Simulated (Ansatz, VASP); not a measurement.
# ReP in VASP and in Ansatz

```xyz
2
Lattice="0.0000 2.6643 2.6643 2.6643 0.0000 2.6643 2.6643 2.6643 0.0000" Properties=species:S:1:pos:R:3 pbc="T T T"
Re    0.0000    0.0000    0.0000
P     1.3321    1.3321    1.3321
```

Alike in both runs: task single point; functional PBEsol; k mesh 12 × 12 × 12; occupations gaussian, width 0.05 eV; no spin polarisation.

```csv
,VASP,Ansatz
version,VASP 6.6.1,Ansatz 0.2.0
potentials or method,"VASP PAW PBE potentials, release 64 (Re_sv_GW, P), cutoff 560 eV","scalar-relativistic, plane waves, PAW"
valence electrons in the cell,20,20
```

VASP gave:

```
gap on the k mesh at the Fermi level (eV) : none
pressure (GPa)                            : -7.0
```

Task: Which values does Ansatz return?

Result: gap on the k mesh at the Fermi level (eV): none; pressure (GPa): -6.4.

VASP's potentials were made for PBE, not for PBEsol. A gap of «none» marks a metal or a gap that the smearing closes.

Spin-orbit coupling is off throughout.
